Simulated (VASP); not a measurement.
# Ta7N9 (a cell with a defect) in VASP: notebook

The runs below take Ta7N9 (a cell with a defect) through single point, relaxation of the atoms, with LDA.

Everything below comes from runs of VASP 6.6.1. Logs are shortened: lines on timing, memory, paths and dates and some standing lists are left out, and cuts for length are marked.

## Step 1: The cell of the first run

The cell holds a defect, 16 atoms: a = 5.876 Å, b = 5.876 Å, c = 5.766 Å, α = 90.00°, β = 90.00°, γ = 120.00°.

## Step 2: Single point, LDA

INCAR

```
SYSTEM = Ta7N9
PREC = Accurate ; ENCUT = 520
EDIFF = 1E-6 ; ISMEAR = -1
SIGMA = 0.1 ; LREAL = .False.
LASPH = .True. ; NELM = 120
ALGO = Normal ; ISIF = 2
LWAVE = .False. ; LCHARG = .False.
NBANDS = 75 ; GGA_COMPAT = .False.
```

KPOINTS

```
Automatic mesh
0
Gamma
  3 3 2
  0 0 0
```

POSCAR

```
Ta7N9
1.0
    5.8759969558      0.0000000000      0.0000000000
   -2.9379984779      5.0887626363      0.0000000000
    0.0000000000      0.0000000000      5.7660000000
N Ta
9 7
Direct
    0.1666666667      0.3333333333      0.2500000000
   -0.0122965550     -0.0245931100     -0.0145970935
   -0.0122965550     -0.0245931100      0.5145970935
   -0.0122965550      0.5122965550     -0.0145970935
   -0.0122965550      0.5122965550      0.5145970935
    0.5000000000      0.0000000000      0.0124745186
    0.5000000000      0.0000000000      0.4875254814
    0.5245931100      0.5122965550     -0.0145970935
    0.5245931100      0.5122965550      0.5145970935
    0.1666666667      0.3333333333      0.7500000000
    0.1556640482      0.8278320241      0.2500000000
    0.1624766936      0.8312383468      0.7500000000
    0.6721679759      0.3443359518      0.2500000000
    0.6687616532      0.3375233064      0.7500000000
    0.6721679759      0.8278320241      0.2500000000
    0.6687616532      0.8312383468      0.7500000000
```

Potentials or basis: VASP PAW LDA potentials, release 64 (N, Ta_pv).

The run is started by

```console
$ cat potpaw_LDA.64/N/POTCAR potpaw_LDA.64/Ta_pv/POTCAR > POTCAR
$ mpirun -np 1 vasp_std > vasp.out
```

OUTCAR:

```text
SYSTEM = Ta7N9
   PREC = Accurate
   ENCUT = 520
   EDIFF = 1E-6
   ISMEAR = -1
   LREAL = .False.
   LASPH = .True.
   NELM = 120
   ISIF = 2

 ion  position               nearest neighbor table
   1  0.167  0.333  0.250-
   2  0.988  0.975  0.985-  12 2.12  16 2.12  15 2.22  11 2.22  10 2.27
   3  0.988  0.975  0.515-  12 2.12  16 2.12  15 2.22  11 2.22  10 2.27
   4  0.988  0.512  0.985-  14 2.12  12 2.12  13 2.22  11 2.22  10 2.27
   5  0.988  0.512  0.515-  14 2.12  12 2.12  13 2.22  11 2.22  10 2.27
   6  0.500  0.000  0.012-  11 2.22  15 2.22  13 2.22  12 2.29  16 2.29  14 2.29
   7  0.500  0.000  0.488-  11 2.22  15 2.22  13 2.22  12 2.29  16 2.29  14 2.29
   8  0.525  0.512  0.985-  14 2.12  16 2.12  13 2.22  15 2.22  10 2.27
   9  0.525  0.512  0.515-  14 2.12  16 2.12  13 2.22  15 2.22  10 2.27
  10  0.167  0.333  0.750-   8 2.27   9 2.27   2 2.27   3 2.27   4 2.27   5 2.27  14 2.94  12 2.94
                            16 2.94  16 2.94  14 2.94  12 2.94
  11  0.156  0.828  0.250-   2 2.22   3 2.22   4 2.22   5 2.22   6 2.22   7 2.22  15 2.84  13 2.84
                            12 2.88  12 2.88  15 3.03  13 3.03
  12  0.162  0.831  0.750-   2 2.12   3 2.12   4 2.12   5 2.12   6 2.29   7 2.29  11 2.88  11 2.88
                            16 2.90  14 2.90  10 2.94  10 2.94  16 2.97  14 2.97
  13  0.672  0.344  0.250-   4 2.22   5 2.22   8 2.22   9 2.22   6 2.22   7 2.22  11 2.84  15 2.84
                            14 2.88  14 2.88  15 3.03  11 3.03
  14  0.669  0.338  0.750-   4 2.12   5 2.12   8 2.12   9 2.12   6 2.29   7 2.29  13 2.88  13 2.88
                            16 2.90  12 2.90  10 2.94  10 2.94  16 2.97  12 2.97
  15  0.672  0.828  0.250-   2 2.22   3 2.22   8 2.22   9 2.22   6 2.22   7 2.22  11 2.84  13 2.84
                            16 2.88  16 2.88  11 3.03  13 3.03
  16  0.669  0.831  0.750-   2 2.12   3 2.12   8 2.12   9 2.12   6 2.29   7 2.29  15 2.88  15 2.88
                            12 2.90  14 2.90  10 2.94  10 2.94  12 2.97  14 2.97

  LATTYP: Found a hexagonal cell.
 ALAT       =     5.8759969558
 C/A-ratio  =     0.9812802905

  Lattice vectors:

 A1 = (   5.8759969558,   0.0000000000,   0.0000000000)
 A2 = (  -2.9379984779,   5.0887626363,   0.0000000000)
 A3 = (   0.0000000000,   0.0000000000,   5.7660000000)

Analysis of symmetry for initial positions (statically):
=====================================================================
 Subroutine PRICEL returns:
 Original cell was already a primitive cell.

 Routine SETGRP: Setting up the symmetry group for a
 hexagonal supercell.

 Subroutine GETGRP returns: Found 12 space group operations
 (whereof  2 operations were pure point group operations)
 out of a pool of 24 trial point group operations.

The static configuration has the point symmetry C_1h.
 The point group associated with its full space group is D_3h.

Analysis of symmetry for dynamics (positions and initial velocities):
=====================================================================
 Subroutine PRICEL returns:
 Original cell was already a primitive cell.

 Routine SETGRP: Setting up the symmetry group for a
 hexagonal supercell.

 Subroutine GETGRP returns: Found 12 space group operations
 (whereof  2 operations were pure point group operations)
 out of a pool of 24 trial point group operations.

The dynamic configuration has the point symmetry C_1h.
 The point group associated with its full space group is D_3h.

 Subroutine INISYM returns: Found 12 space group operations
 (whereof  2 operations are pure point group operations),
 and found     1 'primitive' translations

----------------------------------------------------------------------------------------

                                     Primitive cell

  volume of cell :     172.4124

  direct lattice vectors                    reciprocal lattice vectors
     5.875996956  0.000000000  0.000000000     0.170183887  0.098255713  0.000000000
    -2.937998478  5.088762636  0.000000000     0.000000000  0.196511426  0.000000000
     0.000000000  0.000000000  5.766000000     0.000000000  0.000000000  0.173430454

  length of vectors
     5.875996956  5.875996956  5.766000000     0.196511426  0.196511426  0.173430454

  position of ions in fractional coordinates (direct lattice)
     0.166666667  0.333333333  0.250000000
     0.987703445  0.975406890  0.985402906
     0.987703445  0.975406890  0.514597094
     0.987703445  0.512296555  0.985402906
     0.987703445  0.512296555  0.514597094
     0.500000000  0.000000000  0.012474519
[... 8 lines left out ...]
     0.672167976  0.827832024  0.250000000
     0.668761653  0.831238347  0.750000000

  ion indices of the primitive-cell ions
   primitive index   ion index
                 1           1
                 2           2
                 3           3
                 4           4
                 5           5
                 6           6
[... 8 lines left out ...]
                15          15
                16          16

----------------------------------------------------------------------------------------

 KPOINTS: Automatic mesh

Automatic generation of k-mesh.
 Grid dimensions read from file:
 generate k-points for:    3    3    2

 Generating k-lattice:

  Cartesian coordinates                     Fractional coordinates (reciprocal lattice)
     0.056727962  0.032751904  0.000000000     0.333333333  0.000000000  0.000000000
     0.000000000  0.065503809  0.000000000     0.000000000  0.333333333  0.000000000
     0.000000000  0.000000000  0.086715227     0.000000000  0.000000000  0.500000000

  Length of vectors
     0.065503809  0.065503809  0.086715227

  Shift w.r.t. Gamma in fractional coordinates (k-lattice)
     0.000000000  0.000000000  0.000000000

 Subroutine IBZKPT returns following result:
 ===========================================

 Found      6 irreducible k-points:

 Following reciprocal coordinates:
            Coordinates               Weight
  0.000000  0.000000  0.000000      1.000000
  0.333333  0.000000  0.000000      6.000000
  0.333333  0.333333  0.000000      2.000000
  0.000000  0.000000  0.500000      1.000000
  0.333333  0.000000  0.500000      6.000000
  0.333333  0.333333  0.500000      2.000000
   k-points           NKPTS =      6   k-points in BZ     NKDIM =      6   number of bands    NBANDS=     75
   number of dos      NEDOS =    301   number of ions     NIONS =     16
   total plane-waves  NPLWV = 110592
   dimension x,y,z NGX =    48 NGY =   48 NGZ =   48
   dimension x,y,z NGXF=    96 NGYF=   96 NGZF=   96
   ions per type =               9   7
   NGX,Y,Z   is equivalent  to a cutoff of  13.58, 13.58, 13.84 a.u.
   NGXF,Y,Z  is equivalent  to a cutoff of  27.16, 27.16, 27.68 a.u.
 SYSTEM =  Ta7N9
   PREC   = accura    normal or accurate (medium, high low for compatibility)
   ISTART =      0    job   : 0-new  1-cont  2-samecut
   ICHARG =      2    charge: 1-file 2-atom 10-const
   ISPIN  =      1    spin polarized calculation?
   LNONCOLLINEAR =      F non collinear calculations
   LSORBIT =      F    spin-orbit coupling
   LASPH  =      T    aspherical Exc in radial PAW
   ENCUT  =  520.0 eV  38.22 Ry    6.18 a.u.  10.93 10.93 10.72*2*pi/ulx,y,z
   NELM   =    120;   NELMIN=  2; NELMDL= -5     # of ELM steps
   EDIFF  = 0.1E-05   stopping-criterion for ELM
   LREAL  =      F    real-space projection
   EDIFFG = 0.1E-04   stopping-criterion for IOM
   NSW    =      0    number of steps for IOM
   IBRION =     -1    ionic relax: 0-MD 1-quasi-New 2-CG
   NFREE  =      0    steps in history (QN), initial steepest desc. (CG)
   ISIF   =      2    stress and relaxation
   ISYM   =      2    0-nonsym 1-usesym 2-fastsym
   POTIM  = 0.5000    time-step for ionic-motion
   TEBEG  =    0.0;   TEEND  =   0.0 temperature during run
   PSTRESS=    0.0 pullay stress
   NELECT =     122.0000    total number of electrons
   NUPDOWN=      -1.0000    fix difference up-down
   EMIN   =  10.00;   EMAX   =-10.00  energy-range for DOS
   EFERMI =   0.00;   METHOD = LEGACY
   ISMEAR =    -1;   SIGMA  =   0.10  broadening in eV -4-tet -1-fermi 0-gaus
   EFERMI_NEDOS =   21; number of points for ismear=-14 and -15
   IALGO  =     38    algorithm
   IMIX   =      4    mixing-type and parameters
     AMIX     =   0.40;   BMIX     =  1.00
     AMIX_MAG =   1.60;   BMIX_MAG =  1.00
  volume/ion in A,a.u.               =      10.78        72.72
  Fermi-wavevector in a.u.,A,eV,Ry     =   1.458832  2.756793 28.955798  2.128191
  Thomas-Fermi vector in A             =   2.575470
   LORBIT       =      0    0 simple, 1 ext, 2 COOP (PROOUT), +10 PAW based schemes
   GGA     = CA    functional components
   LHFCALC =     F    Hartree Fock is set to
   AEXX    =    0.0000 exact exchange contribution
   IVDW    =     0    specifies the selected vdW correction
   LEPSILON=     F    determine dielectric tensor
   LRPA    =     F    only Hartree local field effects (RPA)
 non-spin polarized calculation
  energy-cutoff  :      520.00
  volume of cell :      172.41
 maximum number of plane-waves:      4683
 NGX is ok and might be reduce to    48
   NGX = 21   NGY = 21   NGZ = 21

 number of electron     122.0000001 magnetization

 Free energy of the ion-electron system (eV)
  ---------------------------------------------------
  ext. energy  EPLUGINS =         0.00000000
  ---------------------------------------------------
  free energy    TOTEN  =      -184.67245925 eV

  energy without entropy =     -184.52595910  energy(sigma->0) =     -184.59920918

 E-fermi :   7.3044     XC(G=0): -13.2470

 val. band max:        7.1453821675   @ k =   0.0000   0.0000   0.0000
 cond. band min:       7.3071318871   @ k =   0.3333   0.3333   0.5000
 fundamental gap:      0.1617497196
 Fermi energy:         7.3044297999

 k-point     1 :       0.0000    0.0000    0.0000
  band No.  band energies     occupation
      1     -28.5747      2.00000
      2     -28.4151      2.00000
      3     -28.3113      2.00000
      4     -28.3113      2.00000
      5     -28.2167      2.00000
      6     -28.2167      2.00000
[... 65 lines left out ...]
     72      11.1324      0.00000
     73      11.1331      0.00000
[... 378 lines left out ...]
     72      10.1188      0.00000
     73      10.6093      0.00000
 [bands above 73 left out]

------------------------ aborting loop because EDIFF is reached ----------------------------------------

  FORCE on cell =-STRESS in cart. coord.  units (eV):
  Direction    XX          YY          ZZ          XY          YZ          ZX
  --------------------------------------------------------------------------------------
  -------------------------------------------------------------------------------------
  Total      -11.2009773    -11.2009773    -17.2451573      0.0000000      0.0000000      0.0000000
  in kB     -104.0873873   -104.0873873   -160.2541738      0.0000000      0.0000000      0.0000000
  external PRESSURE =    -122.8096495 kB  Pullay stress =       0.0000000 kB

 VOLUME and BASIS-vectors are now :
 -----------------------------------------------------------------------------
  energy-cutoff  :      520.00
  volume of cell :      172.41
      direct lattice vectors                 reciprocal lattice vectors
     5.875996956  0.000000000  0.000000000     0.170183887  0.098255713  0.000000000
    -2.937998478  5.088762636  0.000000000     0.000000000  0.196511426  0.000000000
     0.000000000  0.000000000  5.766000000     0.000000000  0.000000000  0.173430454

 POSITION                                       TOTAL-FORCE (eV/Angst)
 -----------------------------------------------------------------------------------
      0.00000      1.69625      1.44150        -0.000000     -0.000000      0.000000
      2.93800      4.96361      5.68183         0.000000      0.043826      0.042912
      2.93800      4.96361      2.96717         0.000000      0.043826     -0.042912
      4.29862      2.60696      5.68183         0.037955     -0.021913      0.042912
      4.29862      2.60696      2.96717         0.037955     -0.021913     -0.042912
      2.93800      0.00000      0.07193        -0.000000     -0.000000     -0.017773
[... 8 lines left out ...]
      1.51749      4.21264      1.44150        -0.023229      0.013411      0.000000
      1.48746      4.22997      4.32450        -0.054829      0.031656     -0.000000
 -----------------------------------------------------------------------------------
    total drift:                                0.000001     -0.000000      0.000000

  FREE ENERGIE OF THE ION-ELECTRON SYSTEM (eV)
  ---------------------------------------------------
  free  energy   TOTEN  =      -184.6724592484 eV

  energy  without entropy=     -184.5259591022  energy(sigma->0) =     -184.59920918
```

Wall time 2.3 min (1 thread of Intel Xeon Platinum 8259CL at 2.50GHz (Skylake/Cascade Lake), shared host); peak memory 0.27 GiB.

What came out:

```
Free energy            : -184.6725 eV
Pressure               : -12.3 GPa
Largest force          : 0.063 eV/Å
Band gap on the k mesh : zero (bands 61 and 62 overlap by 0.34 eV)
```

Forces on the atoms (eV/Å):
```
N    0.000  0.000  0.000
N    0.000  0.044  0.043
N    0.000  0.044 -0.043
N    0.038 -0.022  0.043
N    0.038 -0.022 -0.043
N    0.000  0.000 -0.018
N    0.000  0.000  0.018
N   -0.038 -0.022  0.043
N   -0.038 -0.022 -0.043
Ta   0.000  0.000  0.000
Ta   0.023  0.013  0.000
Ta   0.055  0.032  0.000
Ta   0.000 -0.027  0.000
Ta   0.000 -0.063  0.000
Ta  -0.023  0.013  0.000
Ta  -0.055  0.032  0.000
```

Stress tensor (GPa, compression positive):
```
-10.41   0.00   0.00
  0.00 -10.41   0.00
  0.00   0.00 -16.03
```

Caveat: the k points lie up to 0.54 Å⁻¹ apart; spin-orbit coupling is left out, which moves the levels of the heavy elements.

## Step 3: Relaxation of the atoms, LDA

INCAR

```
ALGO     = Normal         # electronic algorithm
EDIFF    = 1E-7           # SCF threshold, eV
EDIFFG   = -0.05          # ionic threshold
ENCUT    = 520            # plane-wave cutoff, eV
GGA      = CA             # functional
GGA_COMPAT= False        
IBRION   = 2              # ionic algorithm
ISIF     = 2              # what is computed and relaxed
ISMEAR   = -1             # smearing method
LASPH    = True           # aspherical terms in the spheres
LCHARG   = False          # write CHGCAR
LREAL    = False          # projectors in reciprocal space
LWAVE    = False          # write WAVECAR
NELM     = 120            # most SCF steps
NELMIN   = 4            
NSW      = 60             # ionic steps
PREC     = Accurate       # precision mode
SIGMA    = 0.1            # smearing width, eV
```

KPOINTS

```
k-points
0
Gamma
  3 3 2
```

POSCAR

```
Ta7N9
1.0
    5.8759969558      0.0000000000      0.0000000000
   -2.9379984779      5.0887626363      0.0000000000
    0.0000000000      0.0000000000      5.7660000000
N Ta
9 7
Direct
    0.1666666667      0.3333333333      0.2500000000
    0.0000000000      0.0000000000      0.0000000000
    0.0000000000      0.0000000000      0.5000000000
    0.0000000000      0.5000000000      0.0000000000
    0.0000000000      0.5000000000      0.5000000000
    0.5000000000      0.0000000000      0.0000000000
    0.5000000000      0.0000000000      0.5000000000
    0.5000000000      0.5000000000      0.0000000000
    0.5000000000      0.5000000000      0.5000000000
    0.1666666667      0.3333333333      0.7500000000
    0.1666666667      0.8333333333      0.2500000000
    0.1666666667      0.8333333333      0.7500000000
    0.6666666667      0.3333333333      0.2500000000
    0.6666666667      0.3333333333      0.7500000000
    0.6666666667      0.8333333333      0.2500000000
    0.6666666667      0.8333333333      0.7500000000
```

Potentials or basis: VASP PAW LDA potentials, release 64 (N, Ta_pv).

The run is started by

```console
$ cat potpaw_LDA.64/N/POTCAR potpaw_LDA.64/Ta_pv/POTCAR > POTCAR
$ mpirun -np 1 vasp_std > vasp.out
```

It took 9.4 min on 1 thread of Intel Xeon Platinum 8259CL at 2.50GHz (Skylake/Cascade Lake), shared host; peak memory 0.28 GiB.

The run converged. Its results:

- Free energy: -184.6731 eV
- Energy gained by relaxing: 72.3 meV/atom
- Ionic steps: 7
- Pressure after relaxing: -12.5 GPa
- Largest force after relaxing: 0.026 eV/Å
- Band gap on the k mesh: zero (bands 61 and 62 overlap by 0.34 eV)

Forces on the atoms (eV/Å):
```
N    0.000  0.000  0.000
N    0.000 -0.021  0.017
N    0.000 -0.021 -0.017
N   -0.018  0.010  0.017
N   -0.018  0.010 -0.017
N    0.000  0.000 -0.002
N    0.000  0.000  0.002
N    0.018  0.010  0.017
N    0.018  0.010 -0.017
Ta   0.000  0.000  0.000
Ta   0.000  0.000  0.000
Ta  -0.021 -0.012  0.000
Ta   0.000  0.000  0.000
Ta   0.000  0.024  0.000
Ta   0.000  0.000  0.000
Ta   0.021 -0.012  0.000
```

Stress tensor (GPa, compression positive):
```
-10.63   0.00   0.00
  0.00 -10.63   0.00
  0.00   0.00 -16.24
```

The path:
| step | energy change (eV) | largest force (eV/Å) | pressure (GPa) |
| --- | --- | --- | --- |
| 1 | 0.0000 | 1.9654 | -17.42 |
| 2 | -0.8709 | 1.6677 | -12.97 |
| 3 | -0.8792 | 1.3849 | -13.59 |
| 4 | -1.1437 | 0.2411 | -11.96 |
| 5 | -1.1541 | 0.1503 | -12.30 |
| 6 | -1.1555 | 0.1124 | -12.60 |
| 7 | -1.1560 | 0.0264 | -12.50 |

Final structure:
```
CELL_PARAMETERS angstrom
5.87600 0.00000 0.00000
-2.93800 5.08876 0.00000
0.00000 0.00000 5.76600
ATOMIC_POSITIONS crystal
N 0.16667 0.33333 0.25000
N 0.98814 0.97628 0.98559
N 0.98814 0.97628 0.51441
N 0.98814 0.51186 0.98559
N 0.98814 0.51186 0.51441
N 0.50000 0.00000 0.01229
N 0.50000 0.00000 0.48771
N 0.52372 0.51186 0.98559
N 0.52372 0.51186 0.51441
Ta 0.16667 0.33333 0.75000
Ta 0.15582 0.82791 0.25000
Ta 0.16286 0.83143 0.75000
Ta 0.67209 0.34418 0.25000
Ta 0.66857 0.33714 0.75000
Ta 0.67209 0.82791 0.25000
Ta 0.66857 0.83143 0.75000
```

Levels at points of the mesh, in eV from the Fermi level:
```csv
k point,band 56,band 57,band 58,band 59,band 60,band 61,band 62,band 63,band 64,band 65
"(0.00, 0.00, 0.00)",-2.65,-2.65,-1.45,-1.45,-0.84,-0.29,-0.15,1.08,1.08,1.65
"(0.00, 0.00, 0.50)",-1.45,-1.45,-0.97,-0.97,-0.85,0.19,0.57,0.57,0.60,0.75
```

Caveat: the k points lie up to 0.54 Å⁻¹ apart; spin-orbit coupling is left out, which moves the levels of the heavy elements; the relaxation stopped at a loose force limit of 0.05 eV/Å, so its end isn't a converged minimum.
